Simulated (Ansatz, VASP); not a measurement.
## Al4Cu in VASP and in Ansatz

```
CELL_PARAMETERS angstrom
-1.72319 2.86171 3.30150
1.72319 -2.86171 3.30150
1.72319 2.86171 -3.30150
ATOMIC_POSITIONS crystal
Al 0.53800 0.34213 0.19587
Al 0.14626 0.34213 0.80413
Al 0.85374 0.65787 0.19587
Al 0.46200 0.65787 0.80413
Cu 0.00000 0.00000 0.00000
```

Change from the starting cell: species swapped into the CrB4 type (Immm, No. 71).

Alike in both runs: task single point; functional PBE; k mesh 6 × 6 × 6; occupations gaussian, width 0.1 eV; no spin polarisation.

```csv
,VASP,Ansatz
version,VASP 6.6.1,Ansatz 0.2.0
potentials or method,"VASP PAW PBE potentials, release 64 (Al, Cu), cutoff 520 eV","scalar-relativistic, plane waves, PAW"
valence electrons in the cell,23,31
```

VASP gave:

* gap on the k mesh at the Fermi level (eV): none
* rms of the force components (eV/Å): 0.941

What did Ansatz give for the same quantities?

gap on the k mesh at the Fermi level (eV): none; rms of the force components (eV/Å): 0.940.

Atom by atom the forces differ by 0.002 eV/Å (rms over components). A gap of «none» marks a metal or a gap that the smearing closes. VASP's potentials hold 23 valence electrons a cell and Ansatz's 31, so a difference there can come from the potentials and not from the codes.
